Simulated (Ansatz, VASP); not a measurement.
## BP in VASP and in Ansatz

```
B P
1.0
     3.19555    0.00000    0.00000
    -1.59777    2.76743    0.00000
     0.00000    0.00000   23.80000
B P
1 1
Direct
  0.33333 0.66667 0.29412
  0.66667 0.33333 0.29412
```

Alike in both runs: functional PBEsol; dispersion D4; k mesh 12 × 12 × 1; occupations gaussian, width 0.03 eV; no spin polarisation.

Ansatz relaxed the structure, and its values are those at the end. VASP's run is a single point on that final structure, the one shown.

```csv
,VASP,Ansatz
version,VASP 6.6.1,Ansatz 0.2.0
potentials or method,"VASP PAW PBE potentials, release 64 (B, P), cutoff 420 eV","scalar-relativistic, plane waves, PAW"
valence electrons in the cell,8,8
```

Ansatz gave:

| Quantity | Value |
| --- | --- |
| gap on the k mesh at the Fermi level (eV) | 0.85 |
| least direct gap on the mesh (eV) | 0.85 |

**Question.** Estimate VASP's values.

**Answer.** gap on the k mesh at the Fermi level (eV): 0.87; least direct gap on the mesh (eV): 0.87.

VASP's potentials were made for PBE, not for PBEsol, and Ansatz warns of the same on its side. Ansatz's warnings: slab cell height set, structure snapped to symmetry.
